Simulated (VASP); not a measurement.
NiO: single point with PBEsol+U

NiO:

```
Ni O
1.0
     0.00000    2.09131    2.09131
     2.09131    0.00000    2.09131
     4.18262    4.18262    0.00000
Ni O
2 2
Direct
  0.00000 0.00000 0.00000
  0.00000 0.00000 0.50000
  0.50000 0.50000 0.25000
  0.50000 0.50000 0.75000
```

| Item | Value |
| --- | --- |
| Program | VASP 6.6.1 |
| Task | single point |
| Functional | PBEsol |
| Potentials or basis | VASP PAW PBE potentials, release 64 (Ni, O) |
| Cutoff | 600 eV |
| k mesh | 9 × 9 × 9 |
| Occupations | gaussian, width 0.05 eV |
| Spin | collinear spin, ferromagnetic start |
| Starting moments | [1.74, 1.74, 0.19, 0.19] μB |
| Hubbard terms | Ni d U = 7.5 eV |
| Dipole correction | no |
| Further INCAR settings | ALGO = Normal; EDIFF = 1e-06; NBANDS = 28 |

```
Pressure                                              : -10.2 GPa
Band gap on the k mesh                                : 2.84 eV
Net moment                                            : 4.00 μB per cell
Site moments                                          : Ni +1.86; O +0.15 μB
Valence electrons inside the program's atomic spheres : Ni 9.02; O 5.00
```

Levels at points of the mesh, in eV from the valence-band top:
Spin up:
```
           k point  band 16  band 17  band 18  band 19  band 20  band 21
(0.00, 0.00, 0.00)    -1.18     0.00     0.00     2.84     6.79    11.22
```
Spin down:
| k point | band 12 | band 13 | band 14 | band 15 | band 16 | band 17 |
| --- | --- | --- | --- | --- | --- | --- |
| (0.00, 0.00, 0.00) | -0.86 | -0.86 | -0.86 | 3.01 | 3.01 | 3.19 |

Eigenvalues of the final occupation matrices:
| site | spin | trace | eigenvalues |
| --- | --- | --- | --- |
| site 1 d | 1 | 5.06 | 0.99 0.99 0.99 1.05 1.05 |
| site 1 d | 2 | 3.22 | 0.13 0.13 0.99 0.99 0.99 |
| site 2 d | 1 | 5.06 | 0.99 0.99 0.99 1.05 1.05 |
| site 2 d | 2 | 3.22 | 0.13 0.13 0.99 0.99 0.99 |

It took 6.6 min on 1 thread of Oxide Virtual Turin-like Processor, on a shared host, peak memory 0.26 GiB.

Caveat: the cell stands under tension; the PAW data sets were made with another functional, which shifts forces and pressure a little; an odd mesh through Γ misses points on the zone boundary, where band edges can lie. The state reached can hang on the start; a lower one may exist.
